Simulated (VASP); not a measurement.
The system is Li4SiS4.

```xyz
9
Lattice="-3.8050 3.8050 2.5622 3.8050 -3.8050 2.5622 3.8050 3.8050 -2.5622" Properties=species:S:1:pos:R:3 pbc="T T T"
Li    3.0969    1.5040    0.0000
Li    1.5040    4.5131    0.0000
Li    2.3010   -0.7081    2.5622
Li    0.7081    2.3010    2.5622
Si    0.0000    0.0000    0.0000
S     3.1876    1.8847    2.5622
S     5.6897    0.6174    0.0000
S    -1.8847    3.1876    2.5622
S     0.6174    1.9203    0.0000
```

```yaml
Program: VASP 6.6.1
Task: relaxation of cell and atoms
Functional: PBE
Potentials_or_basis: VASP PAW PBE potentials, release 64 (Li_sv, Si, S)
Cutoff: 600 eV
k_mesh: 4 × 4 × 4
Occupations: gaussian, width 0.1 eV
Spin: no spin polarisation
```

At the start: pressure 11.5 GPa; volume 16.49 Å³/atom.

Q: How do energy, volume and symmetry change on relaxing?

A: Over 29 steps the energy falls by 226.8 meV/atom and the volume is 19.41 Å³/atom (+17.7 %); space group I4/m (No. 87, to 0.05 Å).

The path:
| step | energy change (eV) | largest force (eV/Å) | pressure (GPa) | volume (Å³) |
| --- | --- | --- | --- | --- |
| 1 | 0.0000 | 4.0195 | 11.46 | 148.38 |
| 2 | -0.6504 | 1.5691 | -5.87 | 174.68 |
| 3 | -1.3933 | 0.4408 | -1.00 | 161.66 |
| 4 | -1.3946 | 0.4382 | -0.81 | 161.33 |
| 5 | -1.3948 | 0.4364 | -0.65 | 161.06 |
| 6 | -1.4373 | 0.3903 | -0.31 | 159.65 |
| 7 | -1.5132 | 0.2441 | 0.86 | 155.44 |
| 8 | -1.5195 | 0.1922 | 1.44 | 153.65 |
| 9 | -1.5588 | 0.2867 | 0.89 | 155.72 |
| 10 | -1.6223 | 0.5564 | -0.53 | 162.00 |
| 11 | -1.6626 | 0.4154 | -0.27 | 162.85 |
| 12 | -1.7285 | 0.2417 | 0.63 | 165.38 |
| 13 | -1.7314 | 0.2552 | 0.92 | 166.09 |
| 14 | -1.7590 | 0.2489 | 0.67 | 168.09 |
| 15 | -1.8158 | 0.2578 | 0.02 | 174.12 |
| 16 | -1.7979 | 0.4464 | -0.97 | 186.19 |
| 17 | -1.8291 | 0.3513 | -0.33 | 178.86 |
| 18 | -1.8720 | 0.1973 | -0.87 | 178.98 |
| 19 | -1.8899 | 0.3211 | -1.38 | 179.05 |
| 20 | -1.9278 | 0.2896 | -0.77 | 176.22 |
| 21 | -1.9618 | 0.2346 | 0.62 | 170.40 |
| 22 | -1.9806 | 0.1660 | 0.60 | 170.98 |
| 23 | -2.0158 | 0.1448 | 0.55 | 172.70 |
| 24 | -1.9873 | 0.4677 | 0.50 | 176.16 |
| 25 | -2.0211 | 0.1897 | 0.55 | 173.69 |
| 26 | -2.0312 | 0.1101 | -0.42 | 176.27 |
| 27 | -2.0315 | 0.1165 | -0.28 | 175.90 |
| 28 | -2.0367 | 0.0827 | -0.19 | 175.51 |
| 29 | -2.0411 | 0.0284 | 0.02 | 174.70 |

Final structure:
```xyz
9
Lattice="-4.4578 4.4578 2.1979 4.4578 -4.4578 2.1979 4.4578 4.4578 -2.1979" Properties=species:S:1:pos:R:3 pbc="T T T"
Li    3.0192    1.6377    0.0000
Li    1.6377    5.8963    0.0000
Li    2.8201   -1.4385    2.1979
Li    1.4385    2.8201    2.1979
Si    0.0000    0.0000    0.0000
S     3.8588    2.3210    2.1979
S     6.7787    0.5990    0.0000
S    -2.3210    3.8588    2.1979
S     0.5990    2.1368    0.0000
```

Caveat: the cutoff is under 1.25 times the usual one of these potentials, so pressure, stress and relaxed cells hold a basis-set (Pulay) error; the volume moved by over 15 % at a fixed basis, so the end points are rough.
